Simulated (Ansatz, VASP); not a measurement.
# Two plane-wave programs on MoI

```xyz
2
Lattice="0.0000 3.1789 3.1789 3.1789 0.0000 3.1789 3.1789 3.1789 0.0000" Properties=species:S:1:pos:R:3 pbc="T T T"
Mo    0.0000    0.0000    0.0000
I     4.7683    4.7683    4.7683
```

Alike in both runs: task relaxation of cell and atoms; functional PBE; k mesh 7 × 7 × 7; occupations fermi-dirac, width 0.05 eV; no spin polarisation; Hubbard terms Mo d U = 5 eV.

|  | VASP | Ansatz |
| --- | --- | --- |
| version | VASP 6.6.1 | Ansatz 0.2.0 |
| potentials or method | VASP PAW PBE potentials, release 64 (Mo_sv, I) | Ansatz PAW |
| plane-wave cutoff (eV) | 600 | 420 |
| valence electrons in the cell | 21 | 31 |

Ansatz gave:

| Quantity | Value |
| --- | --- |
| gap on the k mesh at the Fermi level, each at its own relaxed structure (eV) | none |
| relaxed volume (Å³/atom) | 31.50 |
| relaxed cell length with the largest relative difference (Å) | 4.466 |

Question: Estimate VASP's values.

Answer: gap on the k mesh at the Fermi level, each at its own relaxed structure (eV): none; relaxed volume (Å³/atom): 31.75; relaxed cell length with the largest relative difference (Å): 4.478.

The programs project onto different local orbitals, so the same U acts differently, and such runs can settle in different states. A gap of «none» marks a metal or a gap that the smearing closes. VASP's potentials hold 21 valence electrons a cell and Ansatz's 31, so a difference there can come from the potentials and not from the codes.

Spin-orbit coupling is off throughout. Noted on Ansatz's run: the plane-wave basis is chosen anew once the cell has moved, so the energies of steps on either side of that aren't comparable.
